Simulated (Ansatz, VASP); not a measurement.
**One calculation of AlN, two programs**

Contents of INCAR:

```
SYSTEM = AlN
PREC     = Accurate       ! precision mode
ENCUT    = 600            ! plane-wave cutoff, eV
EDIFF    = 1E-7           ! SCF threshold, eV
ISMEAR   = 0              ! smearing method
SIGMA    = 0.02           ! smearing width, eV
LREAL    = .FALSE.        ! projectors in reciprocal space
LASPH    = .TRUE.         ! aspherical terms in the spheres
NELM     = 120            ! most SCF steps
ALGO     = Normal         ! electronic algorithm
ISIF     = 3              ! what is computed and relaxed
LWAVE    = .FALSE.        ! write WAVECAR
LCHARG   = .FALSE.        ! write CHGCAR
IBRION   = 2              ! ionic algorithm
NSW      = 100            ! ionic steps
EDIFFG   = -0.002         ! ionic threshold
GGA_COMPAT= .FALSE.      
NELMIN   = 4
```

Contents of KPOINTS:

```
Automatic mesh
0
G
  10 10 10
  0 0 0
```

POSCAR

```
AlN
1.0
    0.0000000000      2.0040905347      2.0040905347
    2.0040905347      0.0000000000      2.0040905347
    2.0040905347      2.0040905347      0.0000000000
Al N
1 1
Direct
    0.5000000000      0.5000000000      0.5000000000
    0.0000000000      0.0000000000      0.0000000000
```

Input for Ansatz:

```yaml
crystal:
  lattice:
    - [0.0, 2.0040905347, 2.0040905347]
    - [2.0040905347, 0.0, 2.0040905347]
    - [2.0040905347, 2.0040905347, 0.0]
  atoms:
    - { symbol: Al, position: [0.5, 0.5, 0.5] }
    - { symbol: "N", position: [0.0, 0.0, 0.0] }
basis:
  ecutwfc: 600.0
kpoints:
  mp_grid: { grid: [10, 10, 10] }
hamiltonian:
  xc: lda
  pseudopotentials: { kind: paw, azcp: { folder: soft_1 } }
scf:
  occupations: { method: gaussian, width: 0.02 }
output:
  forces: true
  stress: true
  eigenvalues: true
  write_density: true
  write_potential: true
  elf: true
  volumetric_format: npy
relax:
  adjacent_minimum: "off"
  f_tol: 0.002
  max_steps: 80
  cell: { stress_tol: 0.02 }
```

Alike in both runs: task relaxation of cell and atoms; functional LDA; k mesh 10 × 10 × 10; occupations gaussian, width 0.02 eV; no spin polarisation.

|  | VASP | Ansatz |
| --- | --- | --- |
| version | VASP 6.6.1 | Ansatz 0.2.0 |
| potentials or method | VASP PAW LDA potentials, release 64 (Al, N), cutoff 600 eV | scalar-relativistic, plane waves, PAW |
| valence electrons in the cell | 8 | 8 |

VASP gave:

```
gap on the k mesh at the Fermi level, each at its own relaxed structure (eV) : 4.68
relaxed volume (Å³/atom)                                                     : 8.08
relaxed cell length with the largest relative difference (Å)                 : 2.838
```

Which values does Ansatz return?

gap on the k mesh at the Fermi level, each at its own relaxed structure (eV): 4.71; relaxed volume (Å³/atom): 8.06; relaxed cell length with the largest relative difference (Å): 2.836.

Ansatz warns that its potentials were made for another functional, while VASP's fit it. LDA's correlation is that of Perdew and Zunger in VASP and of Perdew and Wang (1992) in Ansatz.
